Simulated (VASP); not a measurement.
# Ti in VASP: a series of runs

Ti is run at these levels: r2SCAN; tasks: single point.

Program: VASP 6.6.1. These are calculated values, not measurements. Logs are shortened: lines on timing, memory, paths and dates and some standing lists are left out, and cuts for length are marked.

## (1) The cell of the first run

The cell holds a slab with vacuum, 3 atoms: a = 2.871 Å, b = 2.871 Å, c = 10.688 Å, α = 90.00°, β = 90.00°, γ = 60.00°.

## (2) Single point, r2SCAN

POSCAR reads:

```
Ti
1.0
    2.8708540000      0.0000000000      0.0000000000
    1.4354270000      2.4862324946      0.0000000000
    0.0000000000      0.0000000000     10.6880849507
Ti
3
Direct
    0.0000000000      0.0000000000      0.2806863918
    0.6666666667      0.6666666667      0.5000000000
    0.3333333333      0.3333333333      0.7193136082
```

INCAR.step1 reads:

```
PREC     = Accurate       # precision mode
ENCUT    = 440            # plane-wave cutoff, eV
ISMEAR   = -1             # smearing method
SIGMA    = 0.2            # smearing width, eV
LREAL    = F              # projectors in reciprocal space
LASPH    = T              # aspherical terms in the spheres
NELM     = 120            # most SCF steps
LDIPOL   = T            
IDIPOL   = 3            
DIPOL    = 0.5 0.5 0.500
NBANDS   = 25             # bands
GGA      = PE             # functional
ALGO     = Normal         # electronic algorithm
EDIFF    = 1E-5           # SCF threshold, eV
LWAVE    = T              # write WAVECAR
LCHARG   = F              # write CHGCAR
GGA_COMPAT= F            
NELMDL   = -8
```

INCAR.step2 reads:

```
PREC     = Accurate       # precision mode
ENCUT    = 440            # plane-wave cutoff, eV
EDIFF    = 1E-6           # SCF threshold, eV
ISMEAR   = -1             # smearing method
SIGMA    = 0.2            # smearing width, eV
LREAL    = F              # projectors in reciprocal space
LASPH    = T              # aspherical terms in the spheres
NELM     = 120            # most SCF steps
ALGO     = Normal         # electronic algorithm
ISIF     = 2              # what is computed and relaxed
LWAVE    = F              # write WAVECAR
LCHARG   = F              # write CHGCAR
LDIPOL   = T            
IDIPOL   = 3            
DIPOL    = 0.5 0.5 0.500
METAGGA  = R2SCAN         # meta-GGA
LMIXTAU  = T            
NBANDS   = 25             # bands
ISTART   = 1            
GGA_COMPAT= F
```

KPOINTS reads:

```
regular mesh
0
Gamma
  7 7 1
```

Potentials or basis: VASP PAW PBE potentials, release 64 (Ti_sv).

Command:

```
$ cat potpaw_PBE.64/Ti_sv/POTCAR > POTCAR
$ cp INCAR.step1 INCAR
$ mpirun -np 1 vasp_std > vasp.out
$ cp INCAR.step2 INCAR
$ mpirun -np 1 vasp_std > vasp.out
```

OUTCAR:

```text
PREC = Accurate
   ENCUT = 440
   EDIFF = 1E-6
   ISMEAR = -1
   LREAL = F
   LASPH = T
   NELM = 120
   ISIF = 2
   METAGGA = R2SCAN
   ISTART = 1

 ion  position               nearest neighbor table
   1  0.000  0.000  0.281-   2 2.87   2 2.87   2 2.87
   2  0.667  0.667  0.500-   3 2.87   1 2.87   3 2.87   1 2.87   1 2.87   3 2.87
   3  0.333  0.333  0.719-   2 2.87   2 2.87   2 2.87

  LATTYP: Found a hexagonal cell.
 ALAT       =     2.8708540000
 C/A-ratio  =     3.7229636027

  Lattice vectors:

 A1 = (  -1.4354270000,  -2.4862324946,   0.0000000000)
 A2 = (   2.8708540000,   0.0000000000,   0.0000000000)
 A3 = (   0.0000000000,   0.0000000000,  10.6880849507)

Analysis of symmetry for initial positions (statically):
=====================================================================
 Subroutine PRICEL returns:
 Original cell was already a primitive cell.

 Routine SETGRP: Setting up the symmetry group for a
 hexagonal supercell.

 Subroutine GETGRP returns: Found 12 space group operations
 (whereof  6 operations were pure point group operations)
 out of a pool of 24 trial point group operations.

The static configuration has the point symmetry C_3v.
 The point group associated with its full space group is D_3d.

Analysis of symmetry for dynamics (positions and initial velocities):
=====================================================================
 Subroutine PRICEL returns:
 Original cell was already a primitive cell.

 Routine SETGRP: Setting up the symmetry group for a
 hexagonal supercell.

 Subroutine GETGRP returns: Found 12 space group operations
 (whereof  6 operations were pure point group operations)
 out of a pool of 24 trial point group operations.

The dynamic configuration has the point symmetry C_3v.
 The point group associated with its full space group is D_3d.

 Subroutine INISYM returns: Found 12 space group operations
 (whereof  6 operations are pure point group operations),
 and found     1 'primitive' translations

----------------------------------------------------------------------------------------

                                     Primitive cell

  volume of cell :      76.2874

  direct lattice vectors                    reciprocal lattice vectors
     2.870854000  0.000000000  0.000000000     0.348328407 -0.201107499  0.000000000
     1.435427000  2.486232495  0.000000000     0.000000000  0.402214999  0.000000000
     0.000000000  0.000000000 10.688084951     0.000000000  0.000000000  0.093562131

  length of vectors
     2.870854000  2.870854000 10.688084951     0.402214999  0.402214999  0.093562131

  position of ions in fractional coordinates (direct lattice)
     0.000000000  0.000000000  0.280686392
     0.666666667  0.666666667  0.500000000
     0.333333333  0.333333333  0.719313608

  ion indices of the primitive-cell ions
   primitive index   ion index
                 1           1
                 2           2
                 3           3

----------------------------------------------------------------------------------------

 KPOINTS: regular mesh

Automatic generation of k-mesh.
 Grid dimensions read from file:
 generate k-points for:    7    7    1

 Generating k-lattice:

  Cartesian coordinates                     Fractional coordinates (reciprocal lattice)
     0.049761201 -0.028729643  0.000000000     0.142857143  0.000000000  0.000000000
     0.000000000  0.057459286  0.000000000     0.000000000  0.142857143  0.000000000
     0.000000000  0.000000000  0.093562131     0.000000000  0.000000000  1.000000000

  Length of vectors
     0.057459286  0.057459286  0.093562131

  Shift w.r.t. Gamma in fractional coordinates (k-lattice)
     0.000000000  0.000000000  0.000000000

 Subroutine IBZKPT returns following result:
 ===========================================

 Found      8 irreducible k-points:

 Following reciprocal coordinates:
            Coordinates               Weight
  0.000000  0.000000  0.000000      1.000000
  0.142857 -0.000000  0.000000      6.000000
  0.285714 -0.000000  0.000000      6.000000
  0.428571  0.000000  0.000000      6.000000
  0.285714  0.142857  0.000000      6.000000
  0.428571  0.142857  0.000000     12.000000
 -0.428571  0.142857  0.000000      6.000000
 -0.428571  0.285714  0.000000      6.000000
   k-points           NKPTS =      8   k-points in BZ     NKDIM =      8   number of bands    NBANDS=     25
   number of dos      NEDOS =    301   number of ions     NIONS =      3
   total plane-waves  NPLWV =  32000
   dimension x,y,z NGX =    20 NGY =   20 NGZ =   80
   dimension x,y,z NGXF=    40 NGYF=   40 NGZF=  160
   ions per type =               3
   NGX,Y,Z   is equivalent  to a cutoff of  11.58, 11.58, 12.44 a.u.
   NGXF,Y,Z  is equivalent  to a cutoff of  23.16, 23.16, 24.89 a.u.
 SYSTEM =  unknown system
   PREC   = accura    normal or accurate (medium, high low for compatibility)
   ISTART =      1    job   : 0-new  1-cont  2-samecut
   ICHARG =      0    charge: 1-file 2-atom 10-const
   ISPIN  =      1    spin polarized calculation?
   LNONCOLLINEAR =      F non collinear calculations
   LSORBIT =      F    spin-orbit coupling
   LASPH  =      T    aspherical Exc in radial PAW
   ENCUT  =  440.0 eV  32.34 Ry    5.69 a.u.   4.91  4.91 18.28*2*pi/ulx,y,z
   NELM   =    120;   NELMIN=  2; NELMDL=  0     # of ELM steps
   EDIFF  = 0.1E-05   stopping-criterion for ELM
   LREAL  =      F    real-space projection
   EDIFFG = 0.1E-04   stopping-criterion for IOM
   NSW    =      0    number of steps for IOM
   IBRION =     -1    ionic relax: 0-MD 1-quasi-New 2-CG
   NFREE  =      0    steps in history (QN), initial steepest desc. (CG)
   ISIF   =      2    stress and relaxation
   ISYM   =      2    0-nonsym 1-usesym 2-fastsym
   POTIM  = 0.5000    time-step for ionic-motion
   TEBEG  =    0.0;   TEEND  =   0.0 temperature during run
   PSTRESS=    0.0 pullay stress
   NELECT =      36.0000    total number of electrons
   NUPDOWN=      -1.0000    fix difference up-down
   EMIN   =  10.00;   EMAX   =-10.00  energy-range for DOS
   EFERMI =   0.00;   METHOD = LEGACY
   ISMEAR =    -1;   SIGMA  =   0.20  broadening in eV -4-tet -1-fermi 0-gaus
   EFERMI_NEDOS =   21; number of points for ismear=-14 and -15
   IALGO  =     38    algorithm
   IMIX   =      4    mixing-type and parameters
     AMIX     =   0.40;   BMIX     =  1.00
     AMIX_MAG =   1.60;   BMIX_MAG =  1.00
  volume/ion in A,a.u.               =      25.43       171.60
  Fermi-wavevector in a.u.,A,eV,Ry     =   1.274554  2.408557 22.102484  1.624487
  Thomas-Fermi vector in A             =   2.407315
   LORBIT       =      0    0 simple, 1 ext, 2 COOP (PROOUT), +10 PAW based schemes
   METAGGA = R2SCAN    functional components
   LHFCALC =     F    Hartree Fock is set to
   AEXX    =    0.0000 exact exchange contribution
   IVDW    =     0    specifies the selected vdW correction
   LEPSILON=     F    determine dielectric tensor
   LRPA    =     F    only Hartree local field effects (RPA)
 non-spin polarized calculation
  energy-cutoff  :      440.00
  volume of cell :       76.29
 maximum number of plane-waves:      1623
   NGX =  9   NGY =  9   NGZ = 37

 number of electron      35.9999996 magnetization

 dipolmoment           0.000000      0.000000      0.000003 electrons x Angstroem

 Free energy of the ion-electron system (eV)
  ---------------------------------------------------
  ext. energy  EPLUGINS =         0.00000000
  ---------------------------------------------------
  free energy    TOTEN  =       -37.15723135 eV

  energy without entropy =      -36.42332623  energy(sigma->0) =      -36.79027879

 E-fermi :   4.4785     XC(G=0):  -9.7355

 val. band max:        4.4028171565   @ k =   0.4286   0.1429   0.0000
 cond. band min:       4.5181605135   @ k =   0.2857   0.1429   0.0000
 fundamental gap:      0.1153433570
 Fermi energy:         4.4784684042

 k-point     1 :       0.0000    0.0000    0.0000
  band No.  band energies     occupation
      1     -54.6892      2.00000
      2     -54.6786      2.00000
      3     -54.4243      2.00000
      4     -30.1190      2.00000
      5     -29.9480      2.00000
      6     -29.5464      2.00000
[... 17 lines left out ...]
     24       5.6380      0.00605
     25       5.6380      0.00605

 k-point     2 :       0.1429   -0.0000    0.0000
  band No.  band energies     occupation
      1     -54.6689      2.00000
      2     -54.6598      2.00000
      3     -54.4075      2.00000
      4     -30.0833      2.00000
      5     -29.9396      2.00000
      6     -29.6768      2.00000
[... 17 lines left out ...]
     24       5.9439      0.00131
     25       6.0475      0.00078

 k-point     3 :       0.2857   -0.0000    0.0000
  band No.  band energies     occupation
      1     -54.6230      2.00000
      2     -54.6180      2.00000
      3     -54.3699      2.00000
      4     -30.0221      2.00000
      5     -29.9512      2.00000
      6     -29.9113      2.00000
[... 17 lines left out ...]
     24       6.6761      0.00003
     25       6.8799      0.00001

 k-point     4 :       0.4286    0.0000    0.0000
  band No.  band energies     occupation
      1     -54.5857      2.00000
      2     -54.5840      2.00000
      3     -54.3395      2.00000
      4     -30.1564      2.00000
      5     -30.1105      2.00000
      6     -30.0228      2.00000
[... 17 lines left out ...]
     24       7.3535      0.00000
     25       7.8768      0.00000

 k-point     5 :       0.2857    0.1429    0.0000
  band No.  band energies     occupation
      1     -54.6358      2.00000
      2     -54.6295      2.00000
      3     -54.3803      2.00000
      4     -30.0281      2.00000
      5     -29.9352      2.00000
      6     -29.8408      2.00000
[... 17 lines left out ...]
     24       6.5014      0.00008
     25       6.6298      0.00004

 k-point     6 :       0.4286    0.1429    0.0000
  band No.  band energies     occupation
      1     -54.5941      2.00000
      2     -54.5915      2.00000
      3     -54.3462      2.00000
      4     -30.0676      2.00000
      5     -30.0183      2.00000
      6     -29.9735      2.00000
[... 17 lines left out ...]
     24       6.7301      0.00003
     25       7.2057      0.00000

 k-point     7 :      -0.4286    0.1429    0.0000
  band No.  band energies     occupation
      1     -54.5755      2.00000
      2     -54.5747      2.00000
      3     -54.3312      2.00000
      4     -30.1452      2.00000
      5     -30.1024      2.00000
      6     -30.0079      2.00000
[... 17 lines left out ...]
     24       7.4919      0.00000
     25       7.5640      0.00000

 k-point     8 :      -0.4286    0.2857    0.0000
  band No.  band energies     occupation
      1     -54.5709      2.00000
      2     -54.5705      2.00000
      3     -54.3274      2.00000
      4     -30.0615      2.00000
      5     -30.0271      2.00000
      6     -29.9512      2.00000
[... 17 lines left out ...]
     24       6.9256      0.00001
     25       7.2613      0.00000

------------------------ aborting loop because EDIFF is reached ----------------------------------------

 vacuum level on the upper side and lower side of the slab       (xc-potential included)        -3.317        -3.317

  FORCE on cell =-STRESS in cart. coord.  units (eV):
  Direction    XX          YY          ZZ          XY          YZ          ZX
  --------------------------------------------------------------------------------------
  -------------------------------------------------------------------------------------
  Total        0.2030368      0.2030368     -1.5002513      0.0000000      0.0000000     -0.0000000
  in kB        4.2641503      4.2641503    -31.5080747      0.0000000      0.0000000     -0.0000000
  external PRESSURE =      -7.6599247 kB  Pullay stress =       0.0000000 kB

 VOLUME and BASIS-vectors are now :
 -----------------------------------------------------------------------------
  energy-cutoff  :      440.00
  volume of cell :       76.29
      direct lattice vectors                 reciprocal lattice vectors
     2.870854000  0.000000000  0.000000000     0.348328407 -0.201107499  0.000000000
     1.435427000  2.486232495  0.000000000     0.000000000  0.402214999  0.000000000
     0.000000000  0.000000000 10.688084951     0.000000000  0.000000000  0.093562131

 POSITION                                       TOTAL-FORCE (eV/Angst)
 -----------------------------------------------------------------------------------
      0.00000      0.00000      3.00000        -0.000000     -0.000000      0.083952
      2.87085      1.65749      5.34404         0.000000      0.000000      0.000000
      1.43543      0.82874      7.68808         0.000000      0.000000     -0.083952
 -----------------------------------------------------------------------------------
    total drift:                               -0.000000     -0.000000      0.000372

  FREE ENERGIE OF THE ION-ELECTRON SYSTEM (eV)
  ---------------------------------------------------
  free  energy   TOTEN  =       -37.1572313469 eV

  energy  without entropy=      -36.4233262255  energy(sigma->0) =      -36.79027879

 vacuum level on the upper side and lower side of the slab         5.840         5.840
```

It took 52 s on 1 thread of Intel Xeon 6975P-C (Granite Rapids), shared host; peak memory 0.17 GiB.

What came out:

| Item | Value |
| --- | --- |
| Free energy | -37.1572 eV |
| Largest force | 0.084 eV/Å |
| Band gap on the k mesh | zero (bands 18 and 19 overlap by 0.72 eV) |

Forces on the atoms (eV/Å):
```
Ti   0.000  0.000  0.084
Ti   0.000  0.000  0.000
Ti   0.000  0.000 -0.084
```

Caveat: the k points lie up to 0.36 Å⁻¹ apart, too coarse for converged energies and pressures of a metal; the PAW data sets were made with another functional, which shifts forces and pressure a little.

[end of part 1 of 2]
